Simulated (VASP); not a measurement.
Crystal: ZnSe (Stilleite).

```xyz
2
Lattice="0.0000 2.8711 2.8711 2.8711 0.0000 2.8711 2.8711 2.8711 0.0000" Properties=species:S:1:pos:R:3 pbc="T T T"
Se    4.3066    4.3066    4.3066
Zn    0.0000    0.0000    0.0000
```

Base run:

- Program: VASP 6.6.1
- Functional: PBEsol
- Dispersion: D3(BJ)
- Potentials or basis: VASP PAW PBE potentials, release 64 (Se, Zn)
- Cutoff: 520 eV
- k mesh: 8 × 8 × 8
- Occupations: fermi-dirac, width 0.05 eV
- Spin: no spin polarisation

Its results: band gap on the k mesh 1.02 eV, direct; pressure -4.9 GPa.

**Question.** The run is repeated on the same cell with these changes: dispersion from D3(BJ) to none. What comes out?

**Answer.** Band gap on the k mesh 1.02 eV, direct; pressure -3.1 GPa.

Dispersion adds attraction, which lowers the pressure at fixed volume and, as a term added to the energy, leaves the levels alone.

Caveats: the PAW data sets were made with another functional, which shifts forces and pressure a little.

